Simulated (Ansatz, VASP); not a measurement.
**InGa2N3: VASP beside Ansatz**

```
In Ga N
1.0
     2.61222    1.50817    4.35727
    -2.61222    1.50817    4.35727
     0.00000   -3.01633    4.35727
In Ga N
1 2 3
Direct
  0.50000 0.50000 0.50000
  0.12220 0.12220 0.12220
  0.87780 0.87780 0.87780
  0.00000 0.50000 0.50000
  0.50000 0.00000 0.50000
  0.50000 0.50000 0.00000
```

Change from the starting cell: species swapped into the Zr2AlFe3 type (R-3m, No. 166).

Alike in both runs: task relaxation of cell and atoms; functional PBE; k mesh 6 × 6 × 6; occupations gaussian, width 0.1 eV; no spin polarisation.

|  | VASP | Ansatz |
| --- | --- | --- |
| version | VASP 6.6.1 | Ansatz 0.2.0 |
| potentials or method | VASP PAW PBE potentials, release 64 (In_d, Ga_d, N), cutoff 600 eV | scalar-relativistic, plane waves, PAW |
| valence electrons in the cell | 54 | 54 |

```csv
,VASP,Ansatz,Ansatz less VASP
"gap on the k mesh at the Fermi level, each at its own relaxed structure (eV)",none,none,-
relaxed volume (Å³/atom),13.62,13.58,-0.034
relaxed cell length with the largest relative difference (Å),4.352,4.350,-0.0022
```

A gap of «none» marks a metal or a gap that the smearing closes.

Noted on VASP's run: the volume moved by over 15 % at a fixed basis, so the end points are rough.
